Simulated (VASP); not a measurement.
# Mo (Im-3m) in VASP: further runs

Runs on Mo. Level: PBEsol. Tasks: single point.

All numbers are computed with VASP 6.6.1; they aren't measurements. Logs are shortened: lines on timing, memory, paths and dates and some standing lists are left out, and cuts for length are marked.

### 1 The cell of the first run

It takes space group Im-3m (No. 229, cubic). Conventional cell: a = 3.001 Å, b = 3.001 Å, c = 3.001 Å, α = 90.00°, β = 90.00°, γ = 90.00°. Mo (site symmetry m-3m) has 14 Mo at 2.60 to 3.00 Å within 3.4 Å.

### 2 Single point, PBEsol (volume scaled by 0.88)

File INCAR:

```
SYSTEM = Mo
ALGO = Normal ; EDIFF = 1E-6
ENCUT = 520 ; GGA = PS
ISIF = 2 ; ISMEAR = -1
LASPH = .TRUE. ; LCHARG = .FALSE.
LREAL = .FALSE. ; LWAVE = .FALSE.
NBANDS = 13 ; NELM = 100
PREC = Accurate ; SIGMA = 0.1
```

File KPOINTS:

```
k-points
0
G
  23 23 23
  0 0 0
```

File POSCAR:

```
Mo
1.0
   -1.5004767203      1.5004767203      1.5004767203
    1.5004767203     -1.5004767203      1.5004767203
    1.5004767203      1.5004767203     -1.5004767203
Mo
1
Direct
    0.0000000000      0.0000000000      0.0000000000
```

Potentials or basis: VASP PAW PBE potentials, release 64 (Mo_sv).

Run with:

```bash
$ cat potpaw_PBE.64/Mo_sv/POTCAR > POTCAR
$ mpirun -np 1 vasp_std > vasp.out
```

OUTCAR:

```text
SYSTEM = Mo
   EDIFF = 1E-6
   ENCUT = 520
   GGA = PS
   ISIF = 2
   ISMEAR = -1
   LASPH = .TRUE.
   LREAL = .FALSE.
   NELM = 100
   PREC = Accurate

 ion  position               nearest neighbor table
   1  0.000  0.000  0.000-

  LATTYP: Found a body centered cubic cell.
 ALAT       =     3.0009534406

  Lattice vectors:

 A1 = (  -1.5004767203,   1.5004767203,   1.5004767203)
 A2 = (   1.5004767203,  -1.5004767203,   1.5004767203)
 A3 = (   1.5004767203,   1.5004767203,  -1.5004767203)

Analysis of symmetry for initial positions (statically):
=====================================================================
 Subroutine PRICEL returns:
 Original cell was already a primitive cell.

 Routine SETGRP: Setting up the symmetry group for a
 body centered cubic supercell.

 Subroutine GETGRP returns: Found 48 space group operations
 (whereof 48 operations were pure point group operations)
 out of a pool of 48 trial point group operations.

The static configuration has the point symmetry O_h .

Analysis of symmetry for dynamics (positions and initial velocities):
=====================================================================
 Subroutine PRICEL returns:
 Original cell was already a primitive cell.

 Routine SETGRP: Setting up the symmetry group for a
 body centered cubic supercell.

 Subroutine GETGRP returns: Found 48 space group operations
 (whereof 48 operations were pure point group operations)
 out of a pool of 48 trial point group operations.

The dynamic configuration has the point symmetry O_h .

 Subroutine INISYM returns: Found 48 space group operations
 (whereof 48 operations are pure point group operations),
 and found     1 'primitive' translations

----------------------------------------------------------------------------------------

                                     Primitive cell

  volume of cell :      13.5129

  direct lattice vectors                    reciprocal lattice vectors
    -1.500476720  1.500476720  1.500476720     0.000000000  0.333227429  0.333227429
     1.500476720 -1.500476720  1.500476720     0.333227429  0.000000000  0.333227429
     1.500476720  1.500476720 -1.500476720     0.333227429  0.333227429  0.000000000

  length of vectors
     2.598901915  2.598901915  2.598901915     0.471254750  0.471254750  0.471254750

  position of ions in fractional coordinates (direct lattice)
     0.000000000  0.000000000  0.000000000

  ion indices of the primitive-cell ions
   primitive index   ion index
                 1           1

----------------------------------------------------------------------------------------

 KPOINTS: k-points

Automatic generation of k-mesh.
 Grid dimensions read from file:
 generate k-points for:   23   23   23

 Generating k-lattice:

  Cartesian coordinates                     Fractional coordinates (reciprocal lattice)
     0.000000000  0.014488149  0.014488149     0.043478261  0.000000000  0.000000000
     0.014488149  0.000000000  0.014488149     0.000000000  0.043478261  0.000000000
     0.014488149  0.014488149  0.000000000     0.000000000  0.000000000  0.043478261

  Length of vectors
     0.020489337  0.020489337  0.020489337

  Shift w.r.t. Gamma in fractional coordinates (k-lattice)
     0.000000000  0.000000000  0.000000000

 Subroutine IBZKPT returns following result:
 ===========================================

 Found    364 irreducible k-points:

 Following reciprocal coordinates:
            Coordinates               Weight
  0.000000  0.000000  0.000000      1.000000
  0.043478  0.000000  0.000000     12.000000
  0.086957  0.000000  0.000000     12.000000
  0.130435  0.000000  0.000000     12.000000
  0.173913  0.000000  0.000000     12.000000
  0.217391  0.000000  0.000000     12.000000
[... 16 lines left out ...]
  0.478261  0.043478  0.000000     24.000000
  0.086957  0.086957  0.000000     24.000000
 [... further k-points ...]
   k-points           NKPTS =    364   k-points in BZ     NKDIM =    364   number of bands    NBANDS=     13
   number of dos      NEDOS =    301   number of ions     NIONS =      1
   total plane-waves  NPLWV =   8000
   dimension x,y,z NGX =    20 NGY =   20 NGZ =   20
   dimension x,y,z NGXF=    40 NGYF=   40 NGZF=   40
   ions per type =               1
   NGX,Y,Z   is equivalent  to a cutoff of  12.79, 12.79, 12.79 a.u.
   NGXF,Y,Z  is equivalent  to a cutoff of  25.59, 25.59, 25.59 a.u.
 SYSTEM =  Mo
   PREC   = accura    normal or accurate (medium, high low for compatibility)
   ISTART =      0    job   : 0-new  1-cont  2-samecut
   ICHARG =      2    charge: 1-file 2-atom 10-const
   ISPIN  =      1    spin polarized calculation?
   LNONCOLLINEAR =      F non collinear calculations
   LSORBIT =      F    spin-orbit coupling
   LASPH  =      T    aspherical Exc in radial PAW
   ENCUT  =  520.0 eV  38.22 Ry    6.18 a.u.   4.83  4.83  4.83*2*pi/ulx,y,z
   NELM   =    100;   NELMIN=  2; NELMDL= -5     # of ELM steps
   EDIFF  = 0.1E-05   stopping-criterion for ELM
   LREAL  =      F    real-space projection
   EDIFFG = 0.1E-04   stopping-criterion for IOM
   NSW    =      0    number of steps for IOM
   IBRION =     -1    ionic relax: 0-MD 1-quasi-New 2-CG
   NFREE  =      0    steps in history (QN), initial steepest desc. (CG)
   ISIF   =      2    stress and relaxation
   ISYM   =      2    0-nonsym 1-usesym 2-fastsym
   POTIM  = 0.5000    time-step for ionic-motion
   TEBEG  =    0.0;   TEEND  =   0.0 temperature during run
   PSTRESS=    0.0 pullay stress
   NELECT =      14.0000    total number of electrons
   NUPDOWN=      -1.0000    fix difference up-down
   EMIN   =  10.00;   EMAX   =-10.00  energy-range for DOS
   EFERMI =   0.00;   METHOD = LEGACY
   ISMEAR =    -1;   SIGMA  =   0.10  broadening in eV -4-tet -1-fermi 0-gaus
   EFERMI_NEDOS =   21; number of points for ismear=-14 and -15
   IALGO  =     38    algorithm
   IMIX   =      4    mixing-type and parameters
     AMIX     =   0.40;   BMIX     =  1.00
     AMIX_MAG =   1.60;   BMIX_MAG =  1.00
  volume/ion in A,a.u.               =      13.51        91.19
  Fermi-wavevector in a.u.,A,eV,Ry     =   1.656539  3.130404 37.336025  2.744120
  Thomas-Fermi vector in A             =   2.744446
   LORBIT       =      0    0 simple, 1 ext, 2 COOP (PROOUT), +10 PAW based schemes
   GGA     = PS    functional components
   LHFCALC =     F    Hartree Fock is set to
   AEXX    =    0.0000 exact exchange contribution
   IVDW    =     0    specifies the selected vdW correction
   LEPSILON=     F    determine dielectric tensor
   LRPA    =     F    only Hartree local field effects (RPA)
 non-spin polarized calculation
  energy-cutoff  :      520.00
  volume of cell :       13.51
 maximum number of plane-waves:       375
   NGX =  9   NGY =  9   NGZ =  9

 number of electron      14.0000002 magnetization

 Free energy of the ion-electron system (eV)
  ---------------------------------------------------
  ext. energy  EPLUGINS =         0.00000000
  ---------------------------------------------------
  free energy    TOTEN  =       -11.54747154 eV

  energy without entropy =      -11.52897343  energy(sigma->0) =      -11.53822249

 E-fermi :  14.9928     XC(G=0): -14.3693

 val. band max:       14.9667272395   @ k =  -0.3478   0.3478   0.2174
 cond. band min:      15.0081974476   @ k =   0.3478   0.0435   0.0000
 fundamental gap:      0.0414702081
 Fermi energy:        14.9928418037

 k-point     1 :       0.0000    0.0000    0.0000
  band No.  band energies     occupation
      1     -46.3199      2.00000
      2     -19.1748      2.00000
      3     -19.1748      2.00000
      4     -19.1748      2.00000
      5       7.2607      2.00000
      6      13.2673      2.00000
      7      13.2673      2.00000
      8      13.2673      2.00000
      9      16.8636      0.00000
     10      16.8636      0.00000
     11      29.9243      0.00000
     12      29.9243      0.00000
     13      29.9243      0.00000

 k-point     2 :       0.0435    0.0000    0.0000
  band No.  band energies     occupation
      1     -46.3115      2.00000
      2     -19.2198      2.00000
      3     -19.1883      2.00000
      4     -19.1753      2.00000
      5       7.3614      2.00000
      6      13.2065      2.00000
      7      13.2578      2.00000
      8      13.3634      2.00000
      9      16.7645      0.00000
     10      16.8634      0.00000
     11      30.0094      0.00000
     12      30.0938      0.00000
     13      30.1647      0.00000

 k-point     3 :       0.0870    0.0000    0.0000
  band No.  band energies     occupation
      1     -46.2867      2.00000
      2     -19.3502      2.00000
      3     -19.2273      2.00000
      4     -19.1768      2.00000
      5       7.6518      2.00000
      6      13.0335      2.00000
      7      13.2208      2.00000
      8      13.6495      2.00000
      9      16.5225      0.00000
     10      16.8659      0.00000
     11      30.2414      0.00000
     12      30.5922      0.00000
     13      30.8200      0.00000
[... 305 lines left out ...]
 k-point    23 :       0.4783    0.0435    0.0000
  band No.  band energies     occupation
      1     -45.8432      2.00000
      2     -21.3667      2.00000
      3     -19.8731      2.00000
      4     -19.2211      2.00000
      5       8.7297      2.00000
      6      10.7992      2.00000
      7      16.7240      0.00000
      8      16.9687      0.00000
      9      18.1379      0.00000
     10      21.0337      0.00000
     11      27.2818      0.00000
     12      28.9803      0.00000
     13      34.0747      0.00000

 k-point    24 :       0.0870    0.0870    0.0000
  band No.  band energies     occupation
      1     -46.2245      2.00000
      2     -19.6664      2.00000
      3     -19.2869      2.00000
      4     -19.2192      2.00000
      5       8.3503      2.00000
      6      12.7494      2.00000
      7      12.8902      2.00000
      8      14.4851      1.98761
      9      16.0592      0.00005
     10      16.9938      0.00000
     11      30.7993      0.00000
     12      31.7568      0.00000
     13      32.0769      0.00000

 [... further k-points ...]
[... 5 lines left out ...]
  --------------------------------------------------------------------------------------
  -------------------------------------------------------------------------------------
  Total        3.9303660      3.9303660      3.9303660      0.0000000     -0.0000000      0.0000000
  in kB      466.0106092    466.0106092    466.0106092      0.0000000     -0.0000000      0.0000000
  external PRESSURE =     466.0106092 kB  Pullay stress =       0.0000000 kB

 VOLUME and BASIS-vectors are now :
 -----------------------------------------------------------------------------
  energy-cutoff  :      520.00
  volume of cell :       13.51
      direct lattice vectors                 reciprocal lattice vectors
    -1.500476720  1.500476720  1.500476720     0.000000000  0.333227429  0.333227429
     1.500476720 -1.500476720  1.500476720     0.333227429  0.000000000  0.333227429
     1.500476720  1.500476720 -1.500476720     0.333227429  0.333227429  0.000000000

 POSITION                                       TOTAL-FORCE (eV/Angst)
 -----------------------------------------------------------------------------------
      0.00000      0.00000      0.00000        -0.000000     -0.000000      0.000000
 -----------------------------------------------------------------------------------
    total drift:                                0.000000     -0.000000     -0.000000

  FREE ENERGIE OF THE ION-ELECTRON SYSTEM (eV)
  ---------------------------------------------------
  free  energy   TOTEN  =       -11.5474715427 eV

  energy  without entropy=      -11.5289734316  energy(sigma->0) =      -11.53822249
```

Wall time 41 s (1 thread of Intel Xeon Platinum 8488C (Sapphire Rapids), shared host); peak memory 0.17 GiB.

What came out:

* Free energy: -11.5475 eV
* Pressure: 46.6 GPa
* Band gap on the k mesh: zero (band 7 reaches 19.70 eV, above the bottom of band 8 at 13.27 eV)

Levels at points of the mesh, in eV from the Fermi level:
| k point | band 3 | band 4 | band 5 | band 6 | band 7 | band 8 | band 9 | band 10 | band 11 | band 12 |
| --- | --- | --- | --- | --- | --- | --- | --- | --- | --- | --- |
| (0.00, 0.00, 0.00) | -34.17 | -34.17 | -7.73 | -1.73 | -1.73 | -1.73 | 1.87 | 1.87 | 14.93 | 14.93 |

Caveat: the PAW data sets were made with another functional, which shifts forces and pressure a little.

### 3 Single point, PBEsol (volume scaled by 0.92)

File INCAR:

```
SYSTEM = Mo
PREC = Accurate
ENCUT = 520
EDIFF = 1E-6
ISMEAR = -1
SIGMA = 0.1
LREAL = .FALSE.
LASPH = .TRUE.
NELM = 60
ALGO = Normal
ISIF = 2
LWAVE = .FALSE.
LCHARG = .FALSE.
GGA = PS
NBANDS = 13
```

File KPOINTS:

```
Automatic mesh
0
G
  23 23 23
  0 0 0
```

File POSCAR:

```
Mo
1.0
   -1.5228751974      1.5228751974      1.5228751974
    1.5228751974     -1.5228751974      1.5228751974
    1.5228751974      1.5228751974     -1.5228751974
Mo
1
Direct
    0.0000000000      0.0000000000      0.0000000000
```

Potentials or basis: VASP PAW PBE potentials, release 64 (Mo_sv).

Run with:

```bash
$ cat potpaw_PBE.64/Mo_sv/POTCAR > POTCAR
$ mpirun -np 1 vasp_std > vasp.out
```

It took 41 s on 1 thread of Intel Xeon Platinum 8488C (Sapphire Rapids), shared host; peak memory 0.17 GiB.

It converged, with:

```
Free energy            : -11.6892 eV
Pressure               : 27.8 GPa
Band gap on the k mesh : zero (band 7 reaches 18.63 eV, above the bottom of band 8 at 12.58 eV)
```

Levels at points of the mesh, in eV from the Fermi level:
```
           k point  band 5  band 6  band 7  band 8  band 9  band 10
(0.00, 0.00, 0.00)   -7.61   -1.60   -1.60   -1.60    1.81     1.81
```

Caveat: the PAW data sets were made with another functional, which shifts forces and pressure a little.
